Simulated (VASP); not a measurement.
## BN (Qingsongite): single point with LDA

BN (Qingsongite):

```xyz
2
Lattice="0.0000 1.7451 1.7451 1.7451 0.0000 1.7451 1.7451 1.7451 0.0000" Properties=species:S:1:pos:R:3 pbc="T T T"
B     0.0000    0.0000    0.0000
N     0.8726    0.8726    0.8726
```

| Quantity | Value |
| --- | --- |
| Program | VASP 6.6.1 |
| Task | single point |
| Functional | LDA |
| Potentials or basis | VASP PAW LDA potentials, release 64 (B, N) |
| Cutoff | 520 eV |
| k mesh | 8 × 8 × 8 |
| Occupations | gaussian, width 0.01 eV |
| Spin | no spin polarisation |

```
Pressure               : 36.8 GPa
Band gap on the k mesh : 4.46 eV, indirect (least direct gap 9.18 eV)
```

Levels at points of the mesh, in eV from the valence-band top:
| k point | band 2 | band 3 | band 4 | band 5 | band 6 | band 7 |
| --- | --- | --- | --- | --- | --- | --- |
| (0.00, 0.00, 0.00) | 0.00 | 0.00 | 0.00 | 9.18 | 9.18 | 9.18 |
| (0.50, 0.00, 0.00) | -11.72 | -2.16 | -2.16 | 11.14 | 11.14 | 11.63 |
| (0.50, 0.50, 0.00) | -9.60 | -5.47 | -5.47 | 4.46 | 9.74 | 19.36 |

Wall time 4.5 s on 1 thread of Intel Xeon 6975P-C (shared host), peak memory 0.11 GiB.

A k mesh can miss the band edges. LDA gaps usually lie below the measured ones, often by a third to a half.
